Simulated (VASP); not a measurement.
Wanted: the native input for a VASP 6.6.1 run.

| Quantity | Value |
| --- | --- |
| Task | single point |
| Functional | PBE |
| Potentials or basis | VASP PAW PBE potentials, release 64 (Cu, H) |
| Cutoff | 520 eV |
| k mesh | 6 × 6 × 6 |
| Occupations | gaussian, width 0.1 eV |
| Spin | no spin polarisation |
| Dipole correction | no |
| Further INCAR settings | ALGO = Normal; EDIFF = 1e-06; NBANDS = 15 |

The structure of CuH3 lies in POSCAR:

```
CuH3
1.0
   -2.2298915700      2.2298915700      2.2298915700
    2.2298915700     -2.2298915700      2.2298915700
    2.2298915700      2.2298915700     -2.2298915700
Cu H
1 3
Direct
    0.0000000000      0.0000000000      0.0000000000
    0.0000000000      0.5000000000      0.5000000000
    0.5000000000      0.0000000000      0.5000000000
    0.5000000000      0.5000000000      0.0000000000
```

One way to write it, as run:

INCAR

```
SYSTEM = CuH3
PREC = Accurate ; ENCUT = 520
EDIFF = 1E-6 ; ISMEAR = 0
SIGMA = 0.1 ; LREAL = .FALSE.
LASPH = .TRUE. ; NELM = 60
ALGO = Normal ; ISIF = 2
LWAVE = .FALSE. ; LCHARG = .TRUE.
GGA = PE ; LELF = .TRUE.
LVHAR = .TRUE. ; NBANDS = 15
```

KPOINTS

```
regular mesh
0
G
  6 6 6
  0 0 0
```

Potentials or basis: VASP PAW PBE potentials, release 64 (Cu, H).

Run with:

```console
$ cat potpaw_PBE.64/Cu/POTCAR potpaw_PBE.64/H/POTCAR > POTCAR
$ mpirun -np 1 vasp_std > vasp.out
```

It gave:

```
Pressure               : -17.2 GPa
Band gap on the k mesh : zero (band 7 reaches 1.90 eV, above the bottom of band 8 at -1.49 eV)
```

Run time: 25 s on 1 thread of Intel Xeon 8259CL (shared host), peak memory 0.16 GiB.
